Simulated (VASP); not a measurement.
# WC (P-6m2) in VASP: further runs, part 2 of 2

VASP 6.6.1. Earlier steps stand in the parts before.

**4. Relaxation of cell and atoms, PBE**

INCAR reads:

```
SYSTEM = WC
  PREC = Accurate
  ENCUT = 600
  EDIFF = 1E-6
  ISMEAR = 0
  SIGMA = 0.1
  LREAL = .False.
  LASPH = .True.
  NELM = 80
  ALGO = Normal
  ISIF = 3
  LWAVE = .False.
  LCHARG = .False.
  GGA = PE
  IBRION = 2
  NSW = 100
  EDIFFG = -0.005
```

KPOINTS reads:

```
Automatic mesh
0
Gamma
  18 18 14
  0 0 0
```

POSCAR reads:

```
WC
1.0
    2.9225169305      0.0000000000      0.0000000000
   -1.4612584652      2.5309739048      0.0000000000
    0.0000000000      0.0000000000      2.8461543321
W C
1 1
Direct
    0.0000000000      0.0000000000      0.0000000000
    0.6666666667      0.3333333333      0.5000000000
```

Potentials or basis: VASP PAW PBE potentials, release 64 (W_sv, C).

The run is started by

```console
cat potpaw_PBE.64/W_sv/POTCAR potpaw_PBE.64/C/POTCAR > POTCAR
mpirun -np 1 vasp_std > vasp.out
```

OUTCAR:

```text
SYSTEM = WC
   PREC = Accurate
   ENCUT = 600
   EDIFF = 1E-6
   ISMEAR = 0
   LREAL = .False.
   LASPH = .True.
   NELM = 80
   ISIF = 3
   GGA = PE
   IBRION = 2
   NSW = 100
   EDIFFG = -0.005

 ion  position               nearest neighbor table
   1  0.000  0.000  0.000-   2 2.21   2 2.21   2 2.21   2 2.21   2 2.21   2 2.21
   2  0.667  0.333  0.500-   1 2.21   1 2.21   1 2.21   1 2.21   1 2.21   1 2.21

  LATTYP: Found a hexagonal cell.
 ALAT       =     2.9225169305
 C/A-ratio  =     0.9738709475

  Lattice vectors:

 A1 = (   2.9225169305,   0.0000000000,   0.0000000000)
 A2 = (  -1.4612584652,   2.5309739048,   0.0000000000)
 A3 = (   0.0000000000,   0.0000000000,   2.8461543321)

Analysis of symmetry for initial positions (statically):
[... 297 lines left out ...]
 fundamental gap:      0.0194494031
 Fermi energy:        10.8283705676

 k-point     1 :       0.0000    0.0000    0.0000
  band No.  band energies     occupation
      1     -63.1983      2.00000
      2     -27.1750      2.00000
      3     -27.0851      2.00000
      4     -27.0851      2.00000
      5      -3.4812      2.00000
      6       6.6249      2.00000
      7       7.5673      2.00000
      8       7.5673      2.00000
      9      10.9411      0.11093
     10      14.0014      0.00000
     11      14.0014      0.00000
     12      16.3781      0.00000
     13      16.3781      0.00000
[... 354 lines left out ...]
  band No.  band energies     occupation
      1     -63.1448      2.00000
      2     -27.7993      2.00000
      3     -27.3154      2.00000
      4     -27.0714      2.00000
      5      -0.1708      2.00000
      6       4.0517      2.00000
      7       7.3020      2.00000
      8       7.4163      2.00000
      9      10.3460      2.00000
     10      12.6410      0.00000
     11      14.3246      0.00000
     12      15.5279      0.00000
     13      18.2463      0.00000

 [... further k-points ...]
[... 5 lines left out ...]
  --------------------------------------------------------------------------------------
  -------------------------------------------------------------------------------------
  Total       -0.0087538     -0.0087538      0.0084247     -0.0000000      0.0000000      0.0000000
  in kB       -0.6646413     -0.6646413      0.6396552     -0.0000000      0.0000000      0.0000000
  external PRESSURE =      -0.2298758 kB  Pullay stress =       0.0000000 kB
[... 17 lines left out ...]
  FREE ENERGIE OF THE ION-ELECTRON SYSTEM (eV)
  ---------------------------------------------------
  free  energy   TOTEN  =       -22.4510007809 eV

  energy  without entropy=      -22.4495994099  energy(sigma->0) =      -22.45030010

 reached required accuracy - stopping structural energy minimisation
```

CONTCAR:

```text
WC
   1.00000000000000
     2.9242304605789240    0.0000000000000338   -0.0000000000000000
    -1.4621152302394034    2.5324578653784746    0.0000000000000000
    -0.0000000000000000   -0.0000000000000000    2.8494817128252081
  W               C
     1     1
Direct
     0.0000000000000000    0.0000000000000000    0.0000000000000000
     0.6666666667000030    0.3333333332999970    0.5000000000000000

  0.00000000E+00  0.00000000E+00  0.00000000E+00
  0.00000000E+00  0.00000000E+00  0.00000000E+00
```

It took 83 s on 1 thread of Intel Xeon Platinum 8559C (Emerald Rapids), shared host; peak memory 0.23 GiB.

What came out:

```
Free energy                            : -22.4510 eV
Relaxed volume                         : 10.55 Å³/atom
Relaxed cell                           : a = 2.924 Å, b = 2.924 Å, c = 2.849 Å, α = 90.00°, β = 90.00°, γ = 120.00°
Space group after relaxing (to 0.05 Å) : P-6m2 (No. 187)
Energy gained by relaxing              : 0.1 meV/atom
Ionic steps                            : 4
Pressure after relaxing                : 0.0 GPa
Band gap on the k mesh                 : zero (band 9 reaches 11.47 eV, above the bottom of band 10 at 10.28 eV)
```

The path:
```tsv
step	energy change (eV)	largest force (eV/Å)	pressure (GPa)	volume (Å³)
1	0.0000	0.0000	0.93	21.05
2	0.0010	0.0000	-2.54	21.24
3	-0.0002	0.0000	-0.04	21.10
4	-0.0002	0.0000	-0.02	21.10
```

Final structure:
```
CELL_PARAMETERS angstrom
2.92423 0.00000 0.00000
-1.46212 2.53246 0.00000
0.00000 0.00000 2.84948
ATOMIC_POSITIONS crystal
W 0.00000 0.00000 0.00000
C 0.66667 0.33333 0.50000
```

Caveat: spin-orbit coupling is left out, which moves the levels of the heavy elements.

**5. Single point, PBE**

INCAR reads:

```
SYSTEM = WC
PREC     = Accurate       ! precision mode
ENCUT    = 910            ! plane-wave cutoff, eV
EDIFF    = 1E-6           ! SCF threshold, eV
ISMEAR   = 0              ! smearing method
SIGMA    = 0.1            ! smearing width, eV
LREAL    = .False.        ! projectors in reciprocal space
LASPH    = .True.         ! aspherical terms in the spheres
NELM     = 120            ! most SCF steps
ALGO     = Normal         ! electronic algorithm
ISIF     = 2              ! what is computed and relaxed
LWAVE    = .False.        ! write WAVECAR
LCHARG   = .True.         ! write CHGCAR
GGA      = PE             ! functional
LELF     = .True.         ! ELF
LVHAR    = .True.       
NBANDS   = 16             ! bands
GGA_COMPAT= .False.
```

KPOINTS reads:

```
regular mesh
0
Gamma
  18 18 14
  0 0 0
```

POSCAR reads:

```
WC
1.0
    2.9217712149      0.0000000000      0.0000000000
   -1.4608856074      2.5303280962      0.0000000000
    0.0000000000      0.0000000000      2.8470769657
W C
1 1
Direct
    0.0000000000      0.0000000000      0.0000000000
    0.6666666667      0.3333333333      0.5000000000
```

Potentials or basis: VASP PAW PBE potentials, release 64 (W_sv, C_h).

The run is started by

```console
cat potpaw_PBE.64/W_sv/POTCAR potpaw_PBE.64/C_h/POTCAR > POTCAR
mpirun -np 1 vasp_std > vasp.out
```

Run time: 92 s. Hardware: 1 thread of Intel Xeon Platinum 8488C (Sapphire Rapids), shared host; peak memory 0.35 GiB.

It converged, with:

```yaml
Free_energy: -22.4566 eV
Pressure: 1.0 GPa
Band_gap_on_the_k_mesh: zero (band 9 reaches 11.83 eV, above the bottom of band 10 at 10.64 eV)
```

Stress tensor (GPa, compression positive):
```
0.86 0.00 0.00
0.00 0.86 0.00
0.00 0.00 1.13
```

Levels at points of the mesh, in eV from the Fermi level:
```
           k point  band 5  band 6  band 7  band 8  band 9  band 10  band 11  band 12  band 13  band 14
(0.00, 0.00, 0.00)  -14.33   -4.22   -3.27   -3.27    0.11     3.18     3.18     5.56     5.56     6.28
(0.50, 0.00, 0.00)  -11.03   -6.96   -3.53   -3.49   -0.46     2.32     4.45     4.79     6.79     9.58
(0.00, 0.00, 0.50)  -10.38   -8.55   -1.98   -1.98   -0.56    -0.56     3.65     4.49     4.49     9.89
(0.50, 0.00, 0.50)  -11.19   -6.36   -4.24   -4.14    0.27     4.34     5.22     6.52     9.05     9.96
```

Caveat: the cutoff is under 1.25 times the usual one of these potentials, so pressure, stress and relaxed cells hold a basis-set (Pulay) error; spin-orbit coupling is left out, which moves the levels of the heavy elements.

**6. Overview**

| task | potentials or basis | cell | k mesh | cutoff (eV) | second run | gap on the mesh (eV) | pressure (GPa) |
| --- | --- | --- | --- | --- | --- | --- | --- |
| single point | VASP PAW PBE potentials, release 64 (W_sv, C) | a = 2.922, b = 2.922, c = 2.847 Å, angles 90.0, 90.0, 120.0°, 2 atoms | 18 × 18 × 14 | 520 | - | none | 1.1 |
| single point | VASP PAW PBE potentials, release 64 (W_sv, C) | a = 2.847, b = 2.922, c = 2.922 Å, angles 120.0, 90.0, 90.0°, 2 atoms | 12 × 12 × 14 | 520 | - | none | 1.1 |
| relaxation of cell and atoms | VASP PAW PBE potentials, release 64 (W_sv, C) | relaxed from a = 2.923, b = 2.923, c = 2.846 Å, angles 90.0, 90.0, 120.0°, 2 atoms | 18 × 18 × 14 | 600 | - | none | 0.0 |
| single point | VASP PAW PBE potentials, release 64 (W_sv, C_h) | a = 2.922, b = 2.922, c = 2.847 Å, angles 90.0, 90.0, 120.0°, 2 atoms | 18 × 18 × 14 | 910 | hard_potentials | none | 1.0 |

Alike in all rows: level PBE; no spin polarisation; smearing gaussian 0.1 eV.

Caveats: spin-orbit coupling is left out, which moves the levels of the heavy elements; the cutoff is under 1.25 times the usual one of these potentials, so pressure, stress and relaxed cells hold a basis-set (Pulay) error (some runs).

Absolute energies hang on the potentials; compare differences alone.
